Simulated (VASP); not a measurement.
Wanted: the native input for a VASP 6.6.1 run.

* Task: single point
* Functional: r2SCAN
* Potentials or basis: VASP PAW PBE potentials, release 64 (Hg)
* Cutoff: 520 eV
* k mesh: 12 × 12 × 7
* Occupations: fermi-dirac, width 0.1 eV
* Spin: no spin polarisation
* Dipole correction: no
* Further INCAR settings: ALGO = Normal; EDIFF = 1e-07; NBANDS = 19

Hg:

```
CELL_PARAMETERS angstrom
3.55437 0.00000 0.00000
-1.77719 3.07818 0.00000
0.00000 0.00000 5.68325
ATOMIC_POSITIONS crystal
Hg 0.33333 0.66667 0.25000
Hg 0.66667 0.33333 0.75000
```

This cell differs from its parent crystal: volume scaled by 1.12.

The input as run:

POSCAR

```
Hg
1.0
    3.5543715830      0.0000000000      0.0000000000
   -1.7771857915      3.0781760854      0.0000000000
    0.0000000000      0.0000000000      5.6832520794
Hg
2
Direct
    0.3333333333      0.6666666667      0.2500000000
    0.6666666667      0.3333333333      0.7500000000
```

INCAR.step1

```
SYSTEM = Hg
  PREC = Accurate
  ENCUT = 520
  ISMEAR = -1
  SIGMA = 0.1
  LREAL = .FALSE.
  LASPH = .TRUE.
  NELM = 80
  NBANDS = 19
  GGA = PE
  ALGO = Normal
  EDIFF = 1E-4
  LWAVE = .TRUE.
  LCHARG = .FALSE.
```

INCAR.step2

```
SYSTEM = Hg
  PREC = Accurate
  ENCUT = 520
  EDIFF = 1E-7
  ISMEAR = -1
  SIGMA = 0.1
  LREAL = .FALSE.
  LASPH = .TRUE.
  NELM = 80
  ALGO = Normal
  ISIF = 2
  LWAVE = .FALSE.
  LCHARG = .FALSE.
  METAGGA = R2SCAN
  LMIXTAU = .TRUE.
  NBANDS = 19
  ISTART = 1
```

KPOINTS

```
Automatic mesh
0
G
  12 12 7
  0 0 0
```

Potentials or basis: VASP PAW PBE potentials, release 64 (Hg).

Run with:

```bash
$ cat potpaw_PBE.64/Hg/POTCAR > POTCAR
$ cp INCAR.step1 INCAR
$ mpirun -np 1 vasp_std > vasp.out
$ cp INCAR.step2 INCAR
$ mpirun -np 1 vasp_std > vasp.out
```

Results of the run:

```
Pressure               : -1.1 GPa
Band gap on the k mesh : 0.42 eV, indirect (least direct gap 1.54 eV)
```

Caveat: the PAW data sets were made with another functional, which shifts forces and pressure a little; spin-orbit coupling is left out, which moves the levels of the heavy elements.

Run time: 5.9 min on 1 thread of Intel(R) Xeon(R) Platinum 8488C (Sapphire Rapids), with other jobs on the host, peak memory 0.23 GiB.
